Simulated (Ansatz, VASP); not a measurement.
**Be2SO3 in VASP and in Ansatz**

Contents of INCAR:

```
ALGO = Normal ; EDIFF = 1E-6
ENCUT = 520 ; GGA = PE
ISIF = 2 ; ISMEAR = 0
LASPH = True ; LCHARG = False
LREAL = False ; LWAVE = False
NBANDS = 23 ; NELM = 60
PREC = Accurate ; SIGMA = 0.1
```

KPOINTS

```
k-points
0
Gamma
  6 6 2
```

POSCAR

```
Be2SO3
1.0
    2.7109857300      0.0000000000      0.0000000000
    0.0000000000      2.7109857300      0.0000000000
    0.0000000000      0.0000000000      8.3092596100
Be S O
2 1 3
Direct
    0.0000000000      0.0000000000      0.3392778000
    0.0000000000      0.0000000000      0.6607222000
    0.0000000000      0.0000000000      0.0000000000
    0.5000000000      0.5000000000      0.1817286000
    0.5000000000      0.5000000000      0.5000000000
    0.5000000000      0.5000000000      0.8182714000
```

Input for Ansatz:

```yaml
crystal:
  lattice:
    - [2.71098573, 0.0, 0.0]
    - [0.0, 2.71098573, 0.0]
    - [0.0, 0.0, 8.30925961]
  atoms:
    - { symbol: Be, position: [0.0, 0.0, 0.3392778] }
    - { symbol: Be, position: [0.0, 0.0, 0.6607222] }
    - { symbol: S, position: [0.0, 0.0, 0.0] }
    - { symbol: O, position: [0.5, 0.5, 0.1817286] }
    - { symbol: O, position: [0.5, 0.5, 0.5] }
    - { symbol: O, position: [0.5, 0.5, 0.8182714] }
basis:
  ecutwfc: 420
kpoints:
  mp_grid: { grid: [6, 6, 2] }
hamiltonian:
  xc: pbe
scf:
  occupations: { method: gaussian, width: 0.1 }
  lower_state_search: "off"
output:
  forces: true
  stress: true
  eigenvalues: true
```

Change from the starting cell: species swapped into the Mg3HgAu2 type (P4/mmm, No. 123).

Alike in both runs: task single point; functional PBE; k mesh 6 × 6 × 2; occupations gaussian, width 0.1 eV; no spin polarisation.

```csv
,VASP,Ansatz
version,VASP 6.6.1,Ansatz 0.2.0
potentials or method,"VASP PAW PBE potentials, release 64 (Be, S, O), cutoff 520 eV","scalar-relativistic, plane waves, PAW"
valence electrons in the cell,28,28
```

Ansatz gave:

```
gap on the k mesh at the Fermi level (eV)                     : none
pressure (GPa)                                                : -23.6
traceless stress, the component that is largest in VASP (GPa) : 2.98
rms of the force components (eV/Å)                            : 0.732
```

Question: What did VASP give for the same quantities?

Answer: gap on the k mesh at the Fermi level (eV): none; pressure (GPa): -23.8; traceless stress, the component that is largest in VASP (GPa): 2.92; rms of the force components (eV/Å): 0.730.

Atom by atom the forces differ by 0.002 eV/Å (rms over components). A gap of «none» marks a metal or a gap that the smearing closes. The functional is the same, so the differences come from potentials, cutoffs and numerics.

The k mesh is coarse, so the values compare programs but aren't converged.
